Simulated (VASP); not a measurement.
## Al: single point with PBE+D3(BJ)

Al:

```xyz
4
Lattice="2.8148 0.0000 0.0000 -1.4074 2.4377 0.0000 0.0000 0.0000 9.4266" Properties=species:S:1:pos:R:3 pbc="T T T"
Al    0.0000    0.0000    0.0000
Al    0.0000    1.6251    2.3567
Al    0.0000    0.0000    4.7133
Al    1.4074    0.8126    7.0700
```

This cell differs from its parent crystal: strain along c alone, the other axes held: +2.0 %.

```
Program             : VASP 6.6.1
Task                : single point
Functional          : PBE
Dispersion          : D3(BJ)
Potentials or basis : VASP PAW PBE potentials, release 64 (Al)
Cutoff              : 520 eV
k mesh              : 21 × 21 × 6
Occupations         : gaussian, width 0.1 eV
Spin                : no spin polarisation
```

```yaml
Pressure: -1.6 GPa
Band_gap_on_the_k_mesh: zero (band 6 reaches 11.84 eV, above the bottom of band 7 at 6.70 eV)
Dispersion_energy_per_atom: -0.343 eV
```

Stress tensor (GPa, compression positive):
```
-0.97  0.00  0.00
 0.00 -0.97  0.00
 0.00  0.00 -2.80
```

Levels at points of the mesh, in eV from the Fermi level:
```tsv
k point	band 2	band 3	band 4	band 5	band 6	band 7	band 8	band 9	band 10	band 11
(0.00, 0.00, 0.00)	-9.63	-9.62	-4.81	-4.72	3.01	3.02	11.21	11.21	11.35	11.35
(0.00, 0.00, 0.50)	-10.87	-7.58	-7.58	-1.22	-1.22	7.81	7.81	11.53	11.53	11.54
```

Run time: 60 s on 1 thread of Intel(R) Xeon(R) 6975P-C (Granite Rapids), with other jobs on the host, peak memory 0.28 GiB.

Caveat: the cell differs from its parent crystal (strain along c alone, the other axes held: +2.0 %); pairwise dispersion overbinds metals, which lowers pressure and volume.
